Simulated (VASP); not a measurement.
Runs of VASP 6.6.1 on Al2O3. The cell holds an amorphous packing of atoms, 15 atoms: a = 5.145 Å, b = 5.502 Å, c = 5.292 Å, α = 90.12°, β = 90.88°, γ = 89.28°. 

```csv
smearing,gap on the mesh (eV),pressure (GPa),largest force (eV/Å)
fermi-dirac 0.05 eV,3.28,(c),2.36
fermi-dirac 0.1034 eV,3.22,12.8,4.20
fermi-dirac 0.1861 eV,3.23,(b),(a)
fermi-dirac 0.2585 eV,2.25,21.5,(d)
```

Alike in all rows: task single point; level PBE; potentials or basis VASP PAW PBE potentials, release 64 (Al, O); no spin polarisation; cell as given; k mesh 1 × 1 × 1; cutoff (eV) 520.

Question: Estimate the missing entries.

Answer: (a) 3.92; (b) 10.1; (c) 12.0; (d) 5.55.

Caveats: all runs use coarse meshes.

A k mesh can miss the band edges.
